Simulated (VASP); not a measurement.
The system is Ta.

```
CELL_PARAMETERS angstrom
6.64148 0.00000 0.00000
0.00000 6.64148 0.00000
0.00000 0.00000 6.64148
ATOMIC_POSITIONS crystal
Ta 0.00000 0.00000 0.00000
Ta 0.25000 0.25000 0.25000
Ta 0.00000 0.00000 0.50000
Ta 0.25000 0.25000 0.75000
Ta 0.00000 0.50000 0.00000
Ta 0.25000 0.75000 0.25000
Ta 0.00000 0.50000 0.50000
Ta 0.25000 0.75000 0.75000
Ta 0.50000 0.00000 0.00000
Ta 0.75000 0.25000 0.25000
Ta 0.50000 0.00000 0.50000
Ta 0.75000 0.25000 0.75000
Ta 0.50000 0.50000 0.00000
Ta 0.75000 0.75000 0.25000
Ta 0.50000 0.50000 0.50000
Ta 0.75000 0.75000 0.75000
```

Base run:

- Program: VASP 6.6.1
- Functional: PBE
- Potentials or basis: VASP PAW PBE potentials, release 64 (Ta_pv)
- Cutoff: 520 eV
- k mesh: 5 × 5 × 5
- Occupations: methfessel-paxton, width 0.1 eV
- Spin: no spin polarisation

Its results: band gap on the k mesh zero (bands 88 and 89 overlap by 1.99 eV); pressure 0.1 GPa.

Q: The run is repeated on the same cell with these changes: k mesh from 5 × 5 × 5 to 3 × 3 × 3. What comes out?

A: Band gap on the k mesh zero (bands 88 and 89 overlap by 1.75 eV); pressure -0.3 GPa.

Caveats: spin-orbit coupling is left out, which moves the levels of the heavy elements.
